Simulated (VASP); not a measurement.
A run of VASP 6.6.1 is set up as follows.

INCAR

```
PREC = Accurate
ENCUT = 600
EDIFF = 1E-6
ISMEAR = 0
SIGMA = 0.1
LREAL = F
LASPH = T
NELM = 60
ALGO = Normal
ISIF = 3
LWAVE = F
LCHARG = F
GGA = PE
IBRION = 2
NSW = 100
EDIFFG = -0.01
```

Contents of KPOINTS:

```
Automatic mesh
0
Gamma
  12 12 12
```

Contents of POSCAR:

```
SnP2
1.0
    0.0000000000      3.2298007641      3.2298007641
    3.2298007641      0.0000000000      3.2298007641
    3.2298007641      3.2298007641      0.0000000000
Sn P
1 2
Direct
    0.0000000000      0.0000000000      0.0000000000
    0.2500000000      0.2500000000      0.2500000000
    0.7500000000      0.7500000000      0.7500000000
```

Potentials or basis: VASP PAW PBE potentials, release 64 (Sn_d, P).

Command:

```sh
$ cat potpaw_PBE.64/Sn_d/POTCAR potpaw_PBE.64/P/POTCAR > POTCAR
$ mpirun -np 1 vasp_std > vasp.out
```

**Question.** Predict the band gap on the k mesh.

**Answer.** Zero (bands 12 and 13 overlap by 3.06 eV).

Final structure:
```
Sn P
1.0
     0.00000    3.22980    3.22980
     3.22980    0.00000    3.22980
     3.22980    3.22980    0.00000
Sn P
1 2
Direct
  0.00000 0.00000 0.00000
  0.25000 0.25000 0.25000
  0.75000 0.75000 0.75000
```

Caveat: the relaxation stopped at its first step, so nothing moved; spin-orbit coupling is left out, which moves the levels of the heavy elements.
